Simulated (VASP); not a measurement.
**CaO: single point with PBE**

Crystal: CaO.

```
Ca O
1.0
     0.00000    2.45700    2.45700
     2.45700    0.00000    2.45700
     2.45700    2.45700    0.00000
Ca O
1 1
Direct
  0.00000 0.00000 0.00000
  0.50000 0.50000 0.50000
```

```json
{"Program": "VASP 6.6.1", "Task": "single point", "Functional": "PBE", "Potentials or basis": "VASP PAW PBE potentials, release 64 (Ca_sv, O)", "Cutoff": "600 eV", "k mesh": "8 × 8 × 8", "Occupations": "fermi-dirac, width 0.01 eV", "Spin": "no spin polarisation", "Dipole correction": "no", "Further INCAR settings": "ALGO = Normal; EDIFF = 1e-06; NBANDS = 15"}
```

| Item | Value |
| --- | --- |
| Pressure | -4.5 GPa |
| Band gap on the k mesh | 3.64 eV, indirect (least direct gap 4.03 eV) |

Levels at points of the mesh, in eV from the valence-band top:
```csv
k point,band 4,band 5,band 6,band 7,band 8,band 9,band 10,band 11,band 12,band 13
"(0.00, 0.00, 0.00)",-18.72,-15.41,0.00,0.00,0.00,4.20,6.06,6.06,6.06,7.45
"(0.50, 0.00, 0.00)",-18.77,-14.46,-2.49,-1.08,-1.08,6.74,7.99,7.99,8.00,9.88
"(0.50, 0.50, 0.00)",-18.90,-15.17,-1.32,-0.38,-0.38,3.64,7.56,8.51,9.09,9.09
```

Wall time 6.7 s on 1 thread of Intel(R) Xeon(R) 6975P-C (Granite Rapids), on a shared host, peak memory 0.16 GiB.

A k mesh can miss the band edges.
